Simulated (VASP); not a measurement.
# MgO: single point with PBE

The system is MgO.

```
CELL_PARAMETERS angstrom
0.00000 2.10607 2.10607
2.10607 0.00000 2.10607
2.10607 2.10607 0.00000
ATOMIC_POSITIONS crystal
Mg 0.00000 0.00000 0.00000
O 0.50000 0.50000 0.50000
```

```yaml
Program: VASP 6.6.1
Task: single point
Functional: PBE
Potentials_or_basis: VASP PAW PBE potentials, release 64 (Mg, O)
Cutoff: 600 eV
k_mesh: 8 × 8 × 8
Occupations: fermi-dirac, width 0.05 eV
Spin: no spin polarisation
```

```json
{"Pressure": "3.7 GPa", "Band gap on the k mesh": "4.73 eV, direct"}
```

Levels at points of the mesh, in eV from the valence-band top:
```
           k point  band 1  band 2  band 3  band 4  band 5  band 6  band 7  band 8
(0.00, 0.00, 0.00)  -17.26    0.00    0.00    0.00    4.73   15.80   15.80   15.80
(0.50, 0.00, 0.00)  -15.98   -4.62   -0.65   -0.65    7.90   12.61   16.31   16.31
(0.50, 0.50, 0.00)  -15.72   -4.08   -1.35   -1.35    9.12    9.97   13.10   18.97
```

Wall time 10 s on 1 thread of Intel Xeon 8259CL, on a shared host, peak memory 0.14 GiB.

Expect the measured gap to be larger: semilocal functionals such as PBE lack the derivative discontinuity.
